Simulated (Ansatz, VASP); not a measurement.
TiO2: VASP beside Ansatz

The input INCAR:

```
  ALGO = Normal
  EDIFF = 1E-7
  ENCUT = 520
  GGA = PE
  ISIF = 2
  ISMEAR = -1
  LASPH = T
  LCHARG = F
  LREAL = F
  LWAVE = F
  NBANDS = 33
  NELM = 100
  PREC = Accurate
  SIGMA = 0.02
```

The input KPOINTS:

```
k-points
0
Gamma
  10 10 10
```

The input POSCAR:

```
TiO2
1.0
   -1.8888957392      1.8888957392      4.7917366880
    1.8888957392     -1.8888957392      4.7917366880
    1.8888957392      1.8888957392     -4.7917366880
Ti O
2 4
Direct
    0.0000000000      0.0000000000      0.0000000000
    0.7500000000      0.2500000000      0.5000000000
    0.9572856480      0.4572856480      0.5000000000
    0.2072856480      0.2072856480      0.0000000000
    0.5427143520      0.0427143520      0.5000000000
    0.7927143520      0.7927143520      0.0000000000
```

Input for Ansatz:

```yaml
crystal:
  lattice:
    - [-1.8888957392, 1.8888957392, 4.791736688]
    - [1.8888957392, -1.8888957392, 4.791736688]
    - [1.8888957392, 1.8888957392, -4.791736688]
  atoms:
    - { symbol: Ti, position: [0.0, 0.0, 0.0] }
    - { symbol: Ti, position: [0.75, 0.25, 0.5] }
    - { symbol: O, position: [0.957285648, 0.457285648, 0.5] }
    - { symbol: O, position: [0.207285648, 0.207285648, 0.0] }
    - { symbol: O, position: [0.542714352, 0.042714352, 0.5] }
    - { symbol: O, position: [0.792714352, 0.792714352, 0.0] }
kpoints:
  mp_grid: { grid: [10, 10, 10] }
  band_path:
    path:
      - [[0.0, 0.0, 0.0], [3.418296824582e-18, -3.418296824582e-18, 0.5], [0.25, 0.25, 0.25], [1.874670726924e-17, 0.5, -1.874670726924e-17], [0.0, 0.0, 0.0], [0.5, 0.5, -0.5], [0.2888481276919, 0.7111518723081, -0.2888481276919]]
      - [[-0.2888481276919, 0.2888481276919, 0.2888481276919], [0.0, 0.0, 0.0]]
      - [[3.418296824582e-18, -3.418296824582e-18, 0.5], [-0.07769625538373, 0.07769625538373, 0.5]]
      - [[0.5, 0.5, -0.07769625538373], [0.5, 0.5, -0.5]]
    npoints: 10
hamiltonian:
  xc: pbe
scf:
  occupations: { method: fermi_dirac, width: 0.02 }
  n_extra_bands: 5
output:
  forces: true
  stress: true
  eigenvalues: true
  write_density: true
  write_potential: true
  elf: true
  volumetric_format: npy
```

Alike in both runs: task single point; functional PBE; k mesh 10 × 10 × 10; occupations fermi-dirac, width 0.02 eV; no spin polarisation.

|  | VASP | Ansatz |
| --- | --- | --- |
| version | VASP 6.6.1 | Ansatz 0.2.0 |
| potentials or method | VASP PAW PBE potentials, release 64 (Ti_sv, O) | plane waves, PAW |
| plane-wave cutoff (eV) | 520 | 420 |
| valence electrons in the cell | 48 | 48 |

VASP gave:

* gap on the k mesh at the Fermi level (eV): 2.14
* pressure (GPa): 5.4
* traceless stress, the component that is largest in VASP (GPa): 0.33
* rms of the force components (eV/Å): 0.050

Q: What did Ansatz give for the same quantities?

A: gap on the k mesh at the Fermi level (eV): 2.16; pressure (GPa): 4.7; traceless stress, the component that is largest in VASP (GPa): 0.28; rms of the force components (eV/Å): 0.041.

Atom by atom the forces differ by 0.010 eV/Å (rms over components). With one functional, cell and mesh, what is left measures potentials, basis and numerics.
